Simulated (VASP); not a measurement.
# Cu: single point with PBE

The system is Cu.

```xyz
1
Lattice="0.0000 1.8146 1.8146 1.8146 0.0000 1.8146 1.8146 1.8146 0.0000" Properties=species:S:1:pos:R:3 pbc="T T T"
Cu    0.0000    0.0000    0.0000
```

- Program: VASP 6.6.1
- Task: single point
- Functional: PBE
- Potentials or basis: VASP PAW PBE potentials, release 64 (Cu)
- Cutoff: 520 eV
- k mesh: 16 × 16 × 16
- Occupations: fermi-dirac, width 0.1 eV
- Spin: no spin polarisation

```yaml
Pressure: 0.7 GPa
```

Levels at points of the mesh, in eV from the Fermi level:
```csv
k point,band 4,band 5,band 6,band 7,band 8,band 9
"(0.00, 0.00, 0.00)",-2.97,-2.16,-2.16,22.52,25.07,25.07
"(0.50, 0.00, 0.00)",-1.61,-1.61,-0.95,3.72,21.02,21.91
"(0.50, 0.50, 0.00)",-1.47,-1.47,1.53,7.05,13.01,13.01
```

It took 40 s on 1 thread of AMD EPYC 7R13, on a shared host, peak memory 0.1 GiB.
